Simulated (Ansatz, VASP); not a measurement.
**ZnCu: VASP beside Ansatz**

```xyz
2
Lattice="2.9386 0.0000 0.0000 0.0000 2.9386 0.0000 0.0000 0.0000 2.9386" Properties=species:S:1:pos:R:3 pbc="T T T"
Zn    1.4693    1.4693    1.4693
Cu    0.0000    0.0000    0.0000
```

Alike in both runs: functional r2SCAN; k mesh 11 × 11 × 11; occupations fermi-dirac, width 0.1 eV; no spin polarisation.

Ansatz relaxed the structure, and its values are those at the end. VASP's run is a single point on that final structure, the one shown.

```csv
,VASP,Ansatz
version,VASP 6.6.1,Ansatz 0.2.0
potentials or method,"VASP PAW PBE potentials, release 64 (Zn, Cu), cutoff 520 eV",PAW plane waves
valence electrons in the cell,23,31
```

VASP gave:

| Quantity | Value |
| --- | --- |
| pressure (GPa) | -2.0 |

Problem. What did Ansatz give for the same quantities?

Solution. Pressure (GPa): -2.6.

VASP's potentials were made for PBE, not for r2SCAN. With one functional, cell and mesh, what is left measures potentials, basis and numerics. VASP's potentials hold 23 valence electrons a cell and Ansatz's 31, so a difference there can come from the potentials and not from the codes. Ansatz's warnings: stress scf threshold loose.
